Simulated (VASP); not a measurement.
SnSe, 4 atoms in the cell. Symmetry: P6_3mc, No. 186, hexagonal system. The conventional cell has a = 5.139 Å, b = 5.139 Å, c = 6.248 Å, α = 90.00°, β = 90.00°, γ = 120.00°. Within 3.8 Å of Sn (site symmetry 3m) lie 5 Se at 2.87 to 3.37 Å. Se (site symmetry 3m) has 5 Sn at 2.87 to 3.37 Å within 3.8 Å. 

```yaml
Program: VASP 6.6.1
Task: single point
Functional: PBE
Potentials_or_basis: VASP PAW PBE potentials, release 64 (Sn_d, Se)
Cutoff: 520 eV
k_mesh: 5 × 5 × 4
Occupations: fermi-dirac, width 0.01 eV
Spin: no spin polarisation
Dipole_correction: no
Further_INCAR_settings: ALGO = Normal; EDIFF = 1e-07; NBANDS = 28
```

Potentials or basis: VASP PAW PBE potentials, release 64 (Sn_d, Se).

The run is started by

```bash
$ cat potpaw_PBE.64/Sn_d/POTCAR potpaw_PBE.64/Se/POTCAR > POTCAR
$ mpirun -np 1 vasp_std > vasp.out
```

Hardware: 1 thread of Intel Xeon 8259CL, with other jobs on the host.

**Question.** Estimate the wall time of this run.

**Answer.** Wall time 93 s on 1 thread of Intel Xeon 8259CL, with other jobs on the host, peak memory 0.28 GiB. Counts: scf iterations 15, k points 15.
